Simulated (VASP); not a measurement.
# CdTe (I-4m2) in VASP: electric field gradients with PBE

Aim: the electric field gradients of CdTe with PBE.

Program: VASP 6.6.1. These are calculated values, not measurements. Logs are shortened: lines on timing, memory, paths and dates and some standing lists are left out, and cuts for length are marked.

## 1. The cell of the first run

Symmetry: I-4m2, No. 119, tetragonal system. The conventional cell has a = 4.579 Å, b = 4.579 Å, c = 6.282 Å, α = 90.00°, β = 90.00°, γ = 90.00°. Cd (site symmetry -4m2) has 4 Te at 2.78 Å within 3.7 Å. Te (site symmetry -4m2) has 4 Cd at 2.78 Å within 3.7 Å.

## 2. Electric field gradients, PBE (z stretched by -2 % at fixed volume)

Contents of INCAR:

```
PREC     = Accurate       # precision mode
ENCUT    = 520            # plane-wave cutoff, eV
EDIFF    = 1E-8           # SCF threshold, eV
ISMEAR   = -1             # smearing method
SIGMA    = 0.08           # smearing width, eV
LREAL    = F              # projectors in reciprocal space
LASPH    = T              # aspherical terms in the spheres
NELM     = 60             # most SCF steps
ALGO     = Normal         # electronic algorithm
ISIF     = 2              # what is computed and relaxed
LWAVE    = F              # write WAVECAR
LCHARG   = F              # write CHGCAR
GGA      = PE             # functional
LEFG     = T            
NBANDS   = 16             # bands
```

Contents of KPOINTS:

```
regular mesh
0
Gamma
  9 9 9
```

Contents of POSCAR:

```
CdTe
1.0
    0.0000000000      3.2375389054      3.1409000000
    3.2375389054      0.0000000000      3.1409000000
    3.2375389054      3.2375389054      0.0000000000
Cd Te
1 1
Direct
    0.0000000000      0.0000000000      0.0000000000
    0.7500000000      0.7500000000      0.7500000000
```

Potentials or basis: VASP PAW PBE potentials, release 64 (Cd, Te).

Command:

```sh
$ cat potpaw_PBE.64/Cd/POTCAR potpaw_PBE.64/Te/POTCAR > POTCAR
$ mpirun -np 1 vasp_std > vasp.out
```

OUTCAR:

```text
PREC = Accurate
   ENCUT = 520
   EDIFF = 1E-8
   ISMEAR = -1
   LREAL = F
   LASPH = T
   NELM = 60
   ISIF = 2
   GGA = PE

 ion  position               nearest neighbor table
   1  0.000  0.000  0.000-   2 2.78   2 2.78   2 2.78   2 2.78
   2  0.750  0.750  0.750-   1 2.78   1 2.78   1 2.78   1 2.78

  LATTYP: Found a body centered tetragonal cell.
 ALAT       =     4.5785714287
 C/A-ratio  =     1.3720000000

  Lattice vectors:

 A1 = (   0.0000000000,  -3.2375389054,  -3.1409000000)
 A2 = (   0.0000000000,   3.2375389054,  -3.1409000000)
 A3 = (   3.2375389054,   0.0000000000,   3.1409000000)

Analysis of symmetry for initial positions (statically):
=====================================================================
 Subroutine PRICEL returns:
 Original cell was already a primitive cell.

 Routine SETGRP: Setting up the symmetry group for a
 body centered tetragonal supercell.

 Subroutine GETGRP returns: Found  8 space group operations
 (whereof  8 operations were pure point group operations)
 out of a pool of 16 trial point group operations.

The static configuration has the point symmetry D_2d.

Analysis of symmetry for dynamics (positions and initial velocities):
=====================================================================
 Subroutine PRICEL returns:
 Original cell was already a primitive cell.

 Routine SETGRP: Setting up the symmetry group for a
 body centered tetragonal supercell.

 Subroutine GETGRP returns: Found  8 space group operations
 (whereof  8 operations were pure point group operations)
 out of a pool of 16 trial point group operations.

The dynamic configuration has the point symmetry D_2d.

 Subroutine INISYM returns: Found  8 space group operations
 (whereof  8 operations are pure point group operations),
 and found     1 'primitive' translations

----------------------------------------------------------------------------------------

                                     Primitive cell

  volume of cell :      65.8437

  direct lattice vectors                    reciprocal lattice vectors
     0.000000000  3.237538905  3.140900000    -0.154438299  0.154438299  0.159190041
     3.237538905  0.000000000  3.140900000     0.154438299 -0.154438299  0.159190041
     3.237538905  3.237538905  0.000000000     0.154438299  0.154438299 -0.159190041

  length of vectors
     4.510755034  4.510755034  4.578571429     0.270266249  0.270266249  0.270266249

  position of ions in fractional coordinates (direct lattice)
     0.000000000  0.000000000  0.000000000
     0.750000000  0.750000000  0.750000000

  ion indices of the primitive-cell ions
   primitive index   ion index
                 1           1
                 2           2

----------------------------------------------------------------------------------------

 KPOINTS: regular mesh

Automatic generation of k-mesh.
 Grid dimensions read from file:
 generate k-points for:    9    9    9

 Generating k-lattice:

  Cartesian coordinates                     Fractional coordinates (reciprocal lattice)
    -0.017159811  0.017159811  0.017687782     0.111111111 -0.000000000  0.000000000
     0.017159811 -0.017159811  0.017687782    -0.000000000  0.111111111  0.000000000
     0.017159811  0.017159811 -0.017687782     0.000000000  0.000000000  0.111111111

  Length of vectors
     0.030029583  0.030029583  0.030029583

  Shift w.r.t. Gamma in fractional coordinates (k-lattice)
     0.000000000  0.000000000  0.000000000

 Subroutine IBZKPT returns following result:
 ===========================================

 Found     75 irreducible k-points:

 Following reciprocal coordinates:
            Coordinates               Weight
  0.000000  0.000000  0.000000      1.000000
  0.111111  0.000000  0.000000      8.000000
  0.222222  0.000000  0.000000      8.000000
  0.333333  0.000000  0.000000      8.000000
  0.444444  0.000000  0.000000      8.000000
  0.111111  0.111111  0.000000      2.000000
[... 16 lines left out ...]
 -0.333333  0.333333  0.000000      4.000000
  0.444444  0.444444  0.000000      2.000000
 [... further k-points ...]
   k-points           NKPTS =     75   k-points in BZ     NKDIM =     75   number of bands    NBANDS=     16
   number of dos      NEDOS =    301   number of ions     NIONS =      2
   total plane-waves  NPLWV =  46656
   dimension x,y,z NGX =    36 NGY =   36 NGZ =   36
   dimension x,y,z NGXF=    72 NGYF=   72 NGZF=   72
   ions per type =               1   1
   NGX,Y,Z   is equivalent  to a cutoff of  13.27, 13.27, 13.07 a.u.
   NGXF,Y,Z  is equivalent  to a cutoff of  26.54, 26.54, 26.14 a.u.
 SYSTEM =  unknown system
   PREC   = accura    normal or accurate (medium, high low for compatibility)
   ISTART =      0    job   : 0-new  1-cont  2-samecut
   ICHARG =      2    charge: 1-file 2-atom 10-const
   ISPIN  =      1    spin polarized calculation?
   LNONCOLLINEAR =      F non collinear calculations
   LSORBIT =      F    spin-orbit coupling
   LASPH  =      T    aspherical Exc in radial PAW
   ENCUT  =  520.0 eV  38.22 Ry    6.18 a.u.   8.39  8.39  8.51*2*pi/ulx,y,z
   NELM   =     60;   NELMIN=  2; NELMDL= -5     # of ELM steps
   EDIFF  = 0.1E-07   stopping-criterion for ELM
   LREAL  =      F    real-space projection
   EDIFFG = 0.1E-06   stopping-criterion for IOM
   NSW    =      0    number of steps for IOM
   IBRION =     -1    ionic relax: 0-MD 1-quasi-New 2-CG
   NFREE  =      0    steps in history (QN), initial steepest desc. (CG)
   ISIF   =      2    stress and relaxation
   ISYM   =      2    0-nonsym 1-usesym 2-fastsym
   POTIM  = 0.5000    time-step for ionic-motion
   TEBEG  =    0.0;   TEEND  =   0.0 temperature during run
   PSTRESS=    0.0 pullay stress
   NELECT =      18.0000    total number of electrons
   NUPDOWN=      -1.0000    fix difference up-down
   EMIN   =  10.00;   EMAX   =-10.00  energy-range for DOS
   EFERMI =   0.00;   METHOD = LEGACY
   ISMEAR =    -1;   SIGMA  =   0.08  broadening in eV -4-tet -1-fermi 0-gaus
   EFERMI_NEDOS =   21; number of points for ismear=-14 and -15
   IALGO  =     38    algorithm
   IMIX   =      4    mixing-type and parameters
     AMIX     =   0.40;   BMIX     =  1.00
     AMIX_MAG =   1.60;   BMIX_MAG =  1.00
  volume/ion in A,a.u.               =      32.92       222.17
  Fermi-wavevector in a.u.,A,eV,Ry     =   1.062497  2.007828 15.359610  1.128899
  Thomas-Fermi vector in A             =   2.197950
   LORBIT       =      0    0 simple, 1 ext, 2 COOP (PROOUT), +10 PAW based schemes
   GGA     = PE    functional components
   LHFCALC =     F    Hartree Fock is set to
   AEXX    =    0.0000 exact exchange contribution
   IVDW    =     0    specifies the selected vdW correction
   LEPSILON=     F    determine dielectric tensor
   LRPA    =     F    only Hartree local field effects (RPA)
 non-spin polarized calculation
  energy-cutoff  :      520.00
  volume of cell :       65.84
 maximum number of plane-waves:      1796
 NGX is ok and might be reduce to    36
   NGX = 17   NGY = 17   NGZ = 17

 number of electron      17.9999994 magnetization

 Free energy of the ion-electron system (eV)
  ---------------------------------------------------
  ext. energy  EPLUGINS =         0.00000000
  ---------------------------------------------------
  free energy    TOTEN  =        -4.72574702 eV

  energy without entropy =       -4.72570534  energy(sigma->0) =       -4.72572618

 E-fermi :   3.1815     XC(G=0):  -8.7330

 val. band max:        2.7167778535   @ k =   0.0000   0.0000   0.0000
 cond. band min:       3.5238403581   @ k =   0.0000   0.0000   0.0000
 fundamental gap:      0.8070625046
 Fermi energy:         3.1814678883

 k-point     1 :       0.0000    0.0000    0.0000
  band No.  band energies     occupation
      1      -8.7133      2.00000
      2      -5.7538      2.00000
      3      -5.7538      2.00000
      4      -5.7466      2.00000
      5      -5.4694      2.00000
      6      -5.4630      2.00000
[... 8 lines left out ...]
     15      11.8564      0.00000
     16      12.2515      0.00000

 k-point     2 :       0.1111    0.0000    0.0000
  band No.  band energies     occupation
      1      -8.6630      2.00000
      2      -5.7442      2.00000
      3      -5.7397      2.00000
      4      -5.7143      2.00000
      5      -5.4698      2.00000
      6      -5.4643      2.00000
[... 8 lines left out ...]
     15      11.2513      0.00000
     16      11.5221      0.00000

 k-point     3 :       0.2222    0.0000    0.0000
  band No.  band energies     occupation
      1      -8.5350      2.00000
      2      -5.7214      2.00000
      3      -5.7159      2.00000
      4      -5.5913      2.00000
      5      -5.4686      2.00000
      6      -5.4653      2.00000
[... 8 lines left out ...]
     15      11.0046      0.00000
     16      11.2641      0.00000

 k-point     4 :       0.3333    0.0000    0.0000
  band No.  band energies     occupation
      1      -8.3901      2.00000
      2      -5.6995      2.00000
      3      -5.6923      2.00000
      4      -5.4656      2.00000
      5      -5.4624      2.00000
      6      -5.3646      2.00000
[... 8 lines left out ...]
     15      11.5889      0.00000
     16      11.5961      0.00000
[... 324 lines left out ...]
 k-point    22 :      -0.4444    0.3333    0.0000
  band No.  band energies     occupation
      1      -8.1694      2.00000
      2      -5.6259      2.00000
      3      -5.6003      2.00000
      4      -5.5309      2.00000
      5      -5.4461      2.00000
      6      -4.8998      2.00000
[... 8 lines left out ...]
     15      12.7742      0.00000
     16      14.8062      0.00000

 k-point    23 :      -0.3333    0.3333    0.0000
  band No.  band energies     occupation
      1      -8.1857      2.00000
      2      -5.6390      2.00000
      3      -5.6198      2.00000
      4      -5.5015      2.00000
      5      -5.4599      2.00000
      6      -4.9140      2.00000
[... 8 lines left out ...]
     15      11.6407      0.00000
     16      15.2731      0.00000

 k-point    24 :       0.4444    0.4444    0.0000
  band No.  band energies     occupation
      1      -8.1625      2.00000
      2      -5.5908      2.00000
      3      -5.5776      2.00000
      4      -5.5776      2.00000
      5      -5.4324      2.00000
      6      -4.9522      2.00000
[... 8 lines left out ...]
     15      13.3530      0.00000
     16      14.6464      0.00000

 [... further k-points ...]

------------------------ aborting loop because EDIFF is reached ----------------------------------------

  FORCE on cell =-STRESS in cart. coord.  units (eV):
  Direction    XX          YY          ZZ          XY          YZ          ZX
  --------------------------------------------------------------------------------------
  -------------------------------------------------------------------------------------
  Total        1.7480216      1.7480216      1.8962605      0.0000000      0.0000000      0.0000000
  in kB       42.5346919     42.5346919     46.1417944      0.0000000      0.0000000      0.0000000
  external PRESSURE =      43.7370594 kB  Pullay stress =       0.0000000 kB

 VOLUME and BASIS-vectors are now :
 -----------------------------------------------------------------------------
  energy-cutoff  :      520.00
  volume of cell :       65.84
      direct lattice vectors                 reciprocal lattice vectors
     0.000000000  3.237538905  3.140900000    -0.154438299  0.154438299  0.159190041
     3.237538905  0.000000000  3.140900000     0.154438299 -0.154438299  0.159190041
     3.237538905  3.237538905  0.000000000     0.154438299  0.154438299 -0.159190041

 POSITION                                       TOTAL-FORCE (eV/Angst)
 -----------------------------------------------------------------------------------
      0.00000      0.00000      0.00000         0.000000      0.000000      0.000000
      4.85631      4.85631      4.71135        -0.000000     -0.000000     -0.000000
 -----------------------------------------------------------------------------------
    total drift:                                0.000000      0.000000      0.000000

  FREE ENERGIE OF THE ION-ELECTRON SYSTEM (eV)
  ---------------------------------------------------
  free  energy   TOTEN  =        -4.7257470180 eV

  energy  without entropy=       -4.7257053355  energy(sigma->0) =       -4.72572618

 Electric field gradients (V/A^2)
---------------------------------------------------------------------
 ion       V_xx      V_yy      V_zz      V_xy      V_xz      V_yz
---------------------------------------------------------------------
   1      -4.210    -4.210     8.420     0.000     0.001     0.001
   2       8.342     8.342   -16.684    -0.000    -0.000    -0.000
---------------------------------------------------------------------

 Electric field gradients after diagonalization (V/A^2)
 (convention: |V_zz| > |V_xx| > |V_yy|)
----------------------------------------------------------------------
 ion       V_xx      V_yy      V_zz     asymmetry (V_yy - V_xx)/ V_zz
----------------------------------------------------------------------
   1      -4.210    -4.209     8.420       0.000
   2       8.342     8.342   -16.684       0.000
----------------------------------------------------------------------

           NMR quadrupolar parameters

 Cq : quadrupolar parameter    Cq=e*Q*V_zz/h
 eta: asymmetry parameters     (V_yy - V_xx)/ V_zz
 Q  : nuclear electric quadrupole moment in mb (millibarn)
----------------------------------------------------------------------
 ion       Cq(MHz)       eta       Q (mb)
----------------------------------------------------------------------
   1       0.020       0.000       1.000
   2      -0.040       0.000       1.000
----------------------------------------------------------------------
```

It took 2.9 min on 1 thread of AMD EPYC 7R13, shared host; peak memory 0.23 GiB.

What came out:

| Quantity | Value |
| --- | --- |
| Free energy | -4.7257 eV |
| Pressure | 4.4 GPa |
| Band gap on the k mesh | 0.81 eV |
| Largest electric field gradient by atom | Cd +8.4; Te -16.7 V/Å² |

Electric field gradients, principal values (V/Å²):
```
atom   least  middle  greatest (by size)
1 Cd  -4.209  -4.210               8.420
2 Te   8.342   8.342             -16.684
```

Caveat: the cell stands under pressure; without QUAD_EFG the Cq values of the log hold for a quadrupole moment of 1 mb, not for the nuclei; spin-orbit coupling is left out, which moves the levels of the heavy elements.
